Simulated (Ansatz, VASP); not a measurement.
# Two plane-wave programs on Au

```
Au
1.0
     1.33951   -2.39115    0.00000
     1.33951    2.39115    0.00000
     0.00000    0.00000    4.80068
Au
2
Direct
  0.66386 0.33614 0.25000
  0.33614 0.66386 0.75000
```

Change from the starting cell: strain -0.0500 x Voigt [1, 1, 0, 0, 0, 0], atoms carried along.

Alike in both runs: task single point; functional PBEsol; k mesh 24 × 24 × 12; occupations gaussian, width 0.15 eV; no spin polarisation.

```csv
,VASP,Ansatz
version,VASP 6.6.1,Ansatz 0.2.0
potentials or method,"VASP PAW PBE potentials, release 64 (Au), cutoff 520 eV","scalar-relativistic, plane waves, PAW"
valence electrons in the cell,22,38
```

VASP gave:

| Item | Value |
| --- | --- |
| gap on the k mesh at the Fermi level (eV) | none |
| pressure (GPa) | 24.8 |
| traceless stress, the component that is largest in VASP (GPa) | -7.90 |
| rms of the force components (eV/Å) | 0.005 |

Problem. Estimate Ansatz's values.

Solution. gap on the k mesh at the Fermi level (eV): none; pressure (GPa): 25.2; traceless stress, the component that is largest in VASP (GPa): -7.92; rms of the force components (eV/Å): 0.005.

VASP's potentials were made for PBE, not for PBEsol. Atom by atom the forces differ by 0.000 eV/Å (rms over components). A gap of «none» marks a metal or a gap that the smearing closes. The functional is the same, so the differences come from potentials, cutoffs and numerics. VASP's potentials hold 22 valence electrons a cell and Ansatz's 38, so a difference there can come from the potentials and not from the codes.

Spin-orbit coupling is off throughout.
